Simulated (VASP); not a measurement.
**MgO: single point with PBEsol**

Crystal: MgO.

```xyz
4
Lattice="0.0000 -2.1351 -2.1351 0.0000 2.1351 -2.1351 4.2703 0.0000 0.0000" Properties=species:S:1:pos:R:3 pbc="T T T"
Mg    2.1351    0.0750   -2.1351
Mg    0.0000   -0.0750    0.0000
O     0.0000   -0.0339   -2.1351
O     2.1351    0.0339    0.0000
```

This cell differs from its parent crystal: mode 4 (275.8 1/cm) frozen in, largest displacement +0.075 Å.

```
Program             : VASP 6.6.1
Task                : single point
Functional          : PBEsol
Potentials or basis : VASP PAW PBE potentials, release 64 (Mg, O)
Cutoff              : 520 eV
k mesh              : 8 × 8 × 6
Occupations         : gaussian, width 0.05 eV
Spin                : no spin polarisation
```

```
Pressure               : -6.2 GPa
Largest force          : 0.517 eV/Å
Band gap on the k mesh : 4.23 eV, direct
```

Forces on the atoms (eV/Å):
```
Mg   0.000 -0.517  0.000
Mg   0.000  0.517  0.000
O    0.000  0.151  0.000
O    0.000 -0.151  0.000
```

Stress tensor (GPa, compression positive):
```
-5.97  0.00  0.00
 0.00 -5.89  0.00
 0.00  0.00 -6.59
```

Levels at points of the mesh, in eV from the valence-band top:
| k point | band 5 | band 6 | band 7 | band 8 | band 9 | band 10 | band 11 | band 12 |
| --- | --- | --- | --- | --- | --- | --- | --- | --- |
| (0.00, 0.00, 0.00) | -1.31 | -0.01 | -0.01 | 0.00 | 4.23 | 8.88 | 9.42 | 12.46 |
| (0.50, 0.00, 0.00) | -2.01 | -1.87 | -0.66 | -0.59 | 8.98 | 8.98 | 11.08 | 11.64 |
| (0.50, 0.50, 0.00) | -1.32 | -1.31 | -1.31 | -1.31 | 8.86 | 8.87 | 9.40 | 9.42 |
| (0.00, 0.00, 0.50) | -0.72 | -0.72 | -0.72 | -0.72 | 7.56 | 7.56 | 10.85 | 10.85 |
| (0.50, 0.00, 0.50) | -0.62 | -0.62 | -0.62 | -0.62 | 7.47 | 7.47 | 12.02 | 12.02 |
| (0.50, 0.50, 0.50) | -2.88 | -2.88 | -1.71 | -1.71 | 11.08 | 11.08 | 11.21 | 11.21 |

It took 65 s on 1 thread of AMD EPYC 7R13, with other jobs on the host, peak memory 0.15 GiB.

Caveat: the cell differs from its parent crystal (mode 4 (275.8 1/cm) frozen in, largest displacement +0.075 Å); the PAW data sets were made with another functional, which shifts forces and pressure a little.
